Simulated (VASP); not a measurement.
# GaAs3 (Pm-3m) in VASP: further runs

The runs below take GaAs3 through single point, with PBE.

All numbers are computed with VASP 6.6.1; they aren't measurements. Logs are shortened: lines on timing, memory, paths and dates and some standing lists are left out, and cuts for length are marked.

### Step 1. The cell of the first run

The structure is cubic, space group Pm-3m (No. 221). Conventional cell: a = 4.687 Å, b = 4.687 Å, c = 4.687 Å, α = 90.00°, β = 90.00°, γ = 90.00°. Ga (site symmetry m-3m) has 6 As at 2.34 Å within 3.1 Å. As (site symmetry 4/mmm) has 2 Ga at 2.34 Å within 3.1 Å.

The cell was generated, and may not be a known phase.

### Step 2. Single point, PBE

INCAR

```
PREC = Accurate
ENCUT = 520
EDIFF = 1E-7
ISMEAR = 0
SIGMA = 0.1
LREAL = F
LASPH = T
NELM = 80
ALGO = Normal
ISIF = 2
LWAVE = F
LCHARG = F
GGA = PE
NBANDS = 22
```

KPOINTS

```
Automatic mesh
0
Gamma
  4 4 4
```

POSCAR

```
GaAs3
1.0
    4.6870326700      0.0000000000      0.0000000000
    0.0000000000      4.6870326700      0.0000000000
    0.0000000000      0.0000000000      4.6870326700
Ga As
1 3
Direct
    0.5000000000      0.5000000000      0.5000000000
    0.0000000000      0.5000000000      0.5000000000
    0.5000000000      0.0000000000      0.5000000000
    0.5000000000      0.5000000000      0.0000000000
```

Potentials or basis: VASP PAW PBE potentials, release 64 (Ga_d, As).

Run with:

```
cat potpaw_PBE.64/Ga_d/POTCAR potpaw_PBE.64/As/POTCAR > POTCAR
mpirun -np 1 vasp_std > vasp.out
```

OUTCAR:

```text
PREC = Accurate
   ENCUT = 520
   EDIFF = 1E-7
   ISMEAR = 0
   LREAL = F
   LASPH = T
   NELM = 80
   ISIF = 2
   GGA = PE

 ion  position               nearest neighbor table
   1  0.500  0.500  0.500-   2 2.34   3 2.34   4 2.34   4 2.34   3 2.34   2 2.34
   2  0.000  0.500  0.500-   1 2.34   1 2.34
   3  0.500  0.000  0.500-   1 2.34   1 2.34
   4  0.500  0.500  0.000-   1 2.34   1 2.34

  LATTYP: Found a simple cubic cell.
 ALAT       =     4.6870326700

  Lattice vectors:

 A1 = (   4.6870326700,   0.0000000000,   0.0000000000)
 A2 = (   0.0000000000,   4.6870326700,   0.0000000000)
 A3 = (   0.0000000000,   0.0000000000,   4.6870326700)

Analysis of symmetry for initial positions (statically):
=====================================================================
 Subroutine PRICEL returns:
 Original cell was already a primitive cell.

 Routine SETGRP: Setting up the symmetry group for a
 simple cubic supercell.

 Subroutine GETGRP returns: Found 48 space group operations
 (whereof 48 operations were pure point group operations)
 out of a pool of 48 trial point group operations.

The static configuration has the point symmetry O_h .

Analysis of symmetry for dynamics (positions and initial velocities):
=====================================================================
 Subroutine PRICEL returns:
 Original cell was already a primitive cell.

 Routine SETGRP: Setting up the symmetry group for a
 simple cubic supercell.

 Subroutine GETGRP returns: Found 48 space group operations
 (whereof 48 operations were pure point group operations)
 out of a pool of 48 trial point group operations.

The dynamic configuration has the point symmetry O_h .

 Subroutine INISYM returns: Found 48 space group operations
 (whereof 48 operations are pure point group operations),
 and found     1 'primitive' translations

----------------------------------------------------------------------------------------

                                     Primitive cell

  volume of cell :     102.9660

  direct lattice vectors                    reciprocal lattice vectors
     4.687032670  0.000000000  0.000000000     0.213354604  0.000000000  0.000000000
[... 71 lines left out ...]
   LSORBIT =      F    spin-orbit coupling
   LASPH  =      T    aspherical Exc in radial PAW
   ENCUT  =  520.0 eV  38.22 Ry    6.18 a.u.   8.71  8.71  8.71*2*pi/ulx,y,z
   NELM   =     80;   NELMIN=  2; NELMDL= -5     # of ELM steps
   EDIFF  = 0.1E-06   stopping-criterion for ELM
   LREAL  =      F    real-space projection
   EDIFFG = 0.1E-05   stopping-criterion for IOM
   NSW    =      0    number of steps for IOM
   IBRION =     -1    ionic relax: 0-MD 1-quasi-New 2-CG
   NFREE  =      0    steps in history (QN), initial steepest desc. (CG)
   ISIF   =      2    stress and relaxation
   ISYM   =      2    0-nonsym 1-usesym 2-fastsym
   POTIM  = 0.5000    time-step for ionic-motion
   TEBEG  =    0.0;   TEEND  =   0.0 temperature during run
   PSTRESS=    0.0 pullay stress
   NELECT =      28.0000    total number of electrons
   NUPDOWN=      -1.0000    fix difference up-down
   EMIN   =  10.00;   EMAX   =-10.00  energy-range for DOS
   EFERMI =   0.00;   METHOD = LEGACY
   ISMEAR =     0;   SIGMA  =   0.10  broadening in eV -4-tet -1-fermi 0-gaus
   EFERMI_NEDOS =   21; number of points for ismear=-14 and -15
   IALGO  =     38    algorithm
   IMIX   =      4    mixing-type and parameters
     AMIX     =   0.40;   BMIX     =  1.00
     AMIX_MAG =   1.60;   BMIX_MAG =  1.00
  volume/ion in A,a.u.               =      25.74       173.71
  Fermi-wavevector in a.u.,A,eV,Ry     =   1.060627  2.004295 15.305610  1.124931
  Thomas-Fermi vector in A             =   2.196015
   LORBIT       =      0    0 simple, 1 ext, 2 COOP (PROOUT), +10 PAW based schemes
   GGA     = PE    functional components
   LHFCALC =     F    Hartree Fock is set to
   AEXX    =    0.0000 exact exchange contribution
   IVDW    =     0    specifies the selected vdW correction
   LEPSILON=     F    determine dielectric tensor
   LRPA    =     F    only Hartree local field effects (RPA)
 non-spin polarized calculation
 Gauss-broadening in eV      SIGMA  =   0.10
  energy-cutoff  :      520.00
  volume of cell :      102.97
 maximum number of plane-waves:      2800
 NGX is ok and might be reduce to    36
   NGX = 17   NGY = 17   NGZ = 17

 number of electron      27.9999982 magnetization

 Free energy of the ion-electron system (eV)
  ---------------------------------------------------
  ext. energy  EPLUGINS =         0.00000000
  ---------------------------------------------------
  free energy    TOTEN  =       -12.63463415 eV

  energy without entropy =      -12.62072191  energy(sigma->0) =      -12.62767803

 E-fermi :   2.9513     XC(G=0):  -8.8776

 val. band max:        2.8072997690   @ k =   0.2500   0.0000   0.0000
 cond. band min:       2.9803230790   @ k =   0.2500   0.0000   0.0000
 fundamental gap:      0.1730233101
 Fermi energy:         2.9513355386

 k-point     1 :       0.0000    0.0000    0.0000
  band No.  band energies     occupation
      1     -12.5977      2.00000
      2     -12.5977      2.00000
      3     -12.2852      2.00000
      4     -12.2852      2.00000
      5     -12.2852      2.00000
      6     -10.7464      2.00000
[... 239 lines left out ...]
     21       7.6770      0.00000
     22      11.9701      0.00000

------------------------ aborting loop because EDIFF is reached ----------------------------------------

  FORCE on cell =-STRESS in cart. coord.  units (eV):
  Direction    XX          YY          ZZ          XY          YZ          ZX
  --------------------------------------------------------------------------------------
  -------------------------------------------------------------------------------------
  Total        7.3364979      7.3364979      7.3364979     -0.0000000     -0.0000000      0.0000000
  in kB      114.1577600    114.1577600    114.1577600     -0.0000000     -0.0000000      0.0000000
  external PRESSURE =     114.1577600 kB  Pullay stress =       0.0000000 kB

 VOLUME and BASIS-vectors are now :
 -----------------------------------------------------------------------------
  energy-cutoff  :      520.00
  volume of cell :      102.97
      direct lattice vectors                 reciprocal lattice vectors
     4.687032670  0.000000000  0.000000000     0.213354604  0.000000000  0.000000000
     0.000000000  4.687032670  0.000000000     0.000000000  0.213354604  0.000000000
     0.000000000  0.000000000  4.687032670     0.000000000  0.000000000  0.213354604

 POSITION                                       TOTAL-FORCE (eV/Angst)
 -----------------------------------------------------------------------------------
      2.34352      2.34352      2.34352         0.000000      0.000000      0.000000
      0.00000      2.34352      2.34352         0.000000      0.000000      0.000000
      2.34352      0.00000      2.34352         0.000000      0.000000      0.000000
      2.34352      2.34352      0.00000         0.000000      0.000000      0.000000
 -----------------------------------------------------------------------------------
    total drift:                                0.000000      0.000000      0.000000

  FREE ENERGIE OF THE ION-ELECTRON SYSTEM (eV)
  ---------------------------------------------------
  free  energy   TOTEN  =       -12.6346341484 eV

  energy  without entropy=      -12.6207219060  energy(sigma->0) =      -12.62767803
```

OSZICAR:

```text
N       E                     dE             d eps       ncg     rms          rms(c)
DAV:   1     0.184876343636E+03    0.18488E+03   -0.12493E+04   452   0.141E+03
DAV:   2     0.677087076534E+01   -0.17811E+03   -0.17053E+03   516   0.345E+02
DAV:   3    -0.121708082024E+02   -0.18942E+02   -0.18569E+02   536   0.921E+01
DAV:   4    -0.127539083826E+02   -0.58310E+00   -0.58205E+00   514   0.177E+01
DAV:   5    -0.127641970233E+02   -0.10289E-01   -0.10287E-01   524   0.212E+00    0.391E+00
DAV:   6    -0.126735707961E+02    0.90626E-01   -0.63541E-02   570   0.284E+00    0.224E+00
DAV:   7    -0.126325803427E+02    0.40990E-01   -0.10014E-01   530   0.229E+00    0.190E-01
DAV:   8    -0.126338851012E+02   -0.13048E-02   -0.94972E-03   500   0.891E-01    0.865E-02
DAV:   9    -0.126344595581E+02   -0.57446E-03   -0.75659E-04   488   0.226E-01    0.323E-02
DAV:  10    -0.126345917656E+02   -0.13221E-03   -0.15418E-04   500   0.158E-01    0.172E-02
DAV:  11    -0.126346301103E+02   -0.38345E-04   -0.10054E-04   464   0.956E-02    0.479E-03
DAV:  12    -0.126346335690E+02   -0.34587E-05   -0.92608E-06   536   0.207E-02    0.285E-03
DAV:  13    -0.126346341635E+02   -0.59452E-06   -0.28835E-06   494   0.154E-02    0.560E-04
DAV:  14    -0.126346341484E+02    0.15087E-07   -0.27747E-07   456   0.725E-03
   1 F= -.12634634E+02 E0= -.12627678E+02  d E =-.139122E-01
```

stdout:

```text
POSCAR found type information on POSCAR GaAs
 POSCAR found :  2 types and       4 ions
 scaLAPACK will be used
 LDA part: xc-table for (Slater+PW92), standard interpolation
 POSCAR, INCAR and KPOINTS ok, starting setup
 FFT: planning ... GRIDC
 FFT: planning ... GRID_SOFT
 FFT: planning ... GRID
 WAVECAR not read
 entering main loop
```

It took 22 s on 1 thread of Intel Xeon 8259CL, shared host; peak memory 0.21 GiB.

Results:

| Property | Result |
| --- | --- |
| Free energy | -12.6346 eV |
| Pressure | 11.4 GPa |
| Band gap on the k mesh | zero (bands 14 and 15 overlap by 2.19 eV) |

Caveat: the cell stands under pressure.

### Step 3. Single point, PBE

This run uses another cell than the first one, of 30.84 Å³/atom.

INCAR

```
SYSTEM = GaAs3
  PREC = Accurate
  ENCUT = 520
  EDIFF = 1E-7
  ISMEAR = 0
  SIGMA = 0.1
  LREAL = .False.
  LASPH = .True.
  NELM = 60
  ALGO = Normal
  ISIF = 2
  LWAVE = .False.
  LCHARG = .True.
  GGA = PE
  LELF = .True.
  LVHAR = .True.
  NBANDS = 22
```

KPOINTS

```
Automatic mesh
0
Gamma
  4 4 4
  0 0 0
```

POSCAR

```
GaAs3
1.0
    4.9782336793      0.0000000000      0.0000000000
    0.0000000000      4.9782336793      0.0000000000
    0.0000000000      0.0000000000      4.9782336793
Ga As
1 3
Direct
    0.5000000000      0.5000000000      0.5000000000
    0.0000000000      0.5000000000      0.5000000000
    0.5000000000      0.0000000000      0.5000000000
    0.5000000000      0.5000000000      0.0000000000
```

Potentials or basis: VASP PAW PBE potentials, release 64 (Ga_d, As).

Run with:

```
cat potpaw_PBE.64/Ga_d/POTCAR potpaw_PBE.64/As/POTCAR > POTCAR
mpirun -np 1 vasp_std > vasp.out
```

It took 39 s on 1 thread of Intel Xeon 8259CL, shared host; peak memory 0.24 GiB.

Results (log left out):

```yaml
Free_energy: -13.2626 eV
Pressure: 0.2 GPa
Band_gap_on_the_k_mesh: zero (bands 14 and 15 overlap by 1.51 eV)
```

Levels at points of the mesh, in eV from the Fermi level:
```
           k point  band 11  band 12  band 13  band 14  band 15  band 16  band 17  band 18
(0.00, 0.00, 0.00)    -4.41    -1.95     0.40     0.40     0.40     0.89     0.89     0.89
(0.50, 0.00, 0.00)    -4.04    -1.22    -0.68    -0.68    -0.25     0.73     0.73     3.17
(0.50, 0.50, 0.00)    -2.76    -0.71    -0.71    -0.58    -0.58     0.87     2.16     4.41
(0.50, 0.50, 0.50)    -2.62    -2.62     0.93     0.93     2.19     2.19     2.19     3.97
```

The gap in the log of VASP goes by the Fermi energy; the results here count the filled bands.